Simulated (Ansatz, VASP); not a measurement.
# Hg in VASP and in Ansatz

The input INCAR:

```
  PREC = Accurate
  ENCUT = 520
  EDIFF = 1E-6
  ISMEAR = -1
  SIGMA = 0.05
  LREAL = F
  LASPH = T
  NELM = 60
  ALGO = Normal
  ISIF = 2
  LWAVE = F
  LCHARG = F
  GGA = PE
  NBANDS = 25
```

KPOINTS

```
regular mesh
0
Gamma
  7 7 10
```

POSCAR

```
Hg
1.0
    4.9230959199      0.0000000000      0.0000000000
   -2.4615479599      4.2635261319      0.0000000000
    0.0000000000      0.0000000000      2.8643958976
Hg
3
Direct
    0.0000000000      0.0000000000      0.0000000000
    0.3333333333      0.6666666667      0.5000000000
    0.6666666667      0.3333333333      0.5000000000
```

Input for Ansatz:

```yaml
crystal:
  lattice:
    - [4.9230959199, 0.0, 0.0]
    - [-2.4615479599, 4.2635261319, 0.0]
    - [0.0, 0.0, 2.8643958976]
  atoms:
    - { symbol: Hg, position: [0.0, 0.0, 0.0] }
    - { symbol: Hg, position: [0.3333333333, 0.6666666667, 0.5] }
    - { symbol: Hg, position: [0.6666666667, 0.3333333333, 0.5] }
kpoints:
  mp_grid: { grid: [7, 7, 10] }
scf:
  occupations: { method: fermi_dirac, width: 0.05 }
hamiltonian:
  xc: pbe
  pseudopotentials: { kind: all_electron, lapw: { basis_error: 0.001 } }
output:
  forces: true
  stress: true
  eigenvalues: true
  populations: true
```

Change from the starting cell: volume scaled by 0.68, LAPW.

Alike in both runs: task single point; functional PBE; k mesh 7 × 7 × 10; occupations fermi-dirac, width 0.05 eV; no spin polarisation.

|  | VASP | Ansatz |
| --- | --- | --- |
| version | VASP 6.6.1 | Ansatz 0.2.0 |
| potentials or method | VASP PAW PBE potentials, release 64 (Hg), cutoff 520 eV | all-electron LAPW, scalar-relativistic |

|  | VASP | Ansatz | Ansatz less VASP |
| --- | --- | --- | --- |
| pressure (GPa) | 20.5 | 19.6 | -0.91 |
| traceless stress, the component that is largest in VASP (GPa) | 0.01 | -0.16 | -0.167 |

Ansatz ran all-electron here, and VASP with PAW potentials.

Spin-orbit coupling is off throughout.
